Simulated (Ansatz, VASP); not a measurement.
**Ca2C in VASP and in Ansatz**

```
C Ca
1.0
     0.00000    3.14178    3.14178
     3.14178    0.00000    3.14178
     3.14178    3.14178    0.00000
C Ca
1 2
Direct
  0.00000 0.00000 0.00000
  0.25000 0.25000 0.25000
  0.75000 0.75000 0.75000
```

Alike in both runs: task single point; functional PBE; k mesh 6 × 6 × 6; no spin polarisation.

|  | VASP | Ansatz |
| --- | --- | --- |
| version | VASP 6.6.1 | Ansatz 0.2.0 |
| potentials or method | VASP PAW PBE potentials, release 64 (C, Ca_sv) | plane waves, PAW |
| plane-wave cutoff (eV) | 520 | 420 |
| occupations | gaussian, width 0.01 eV | fixed |
| valence electrons in the cell | 24 | 24 |

|  | VASP | Ansatz | Ansatz less VASP |
| --- | --- | --- | --- |
| gap on the k mesh at the Fermi level (eV) | 0.22 | 0.22 | +0.006 |
| pressure (GPa) | 0.2 | 0.0 | -0.20 |
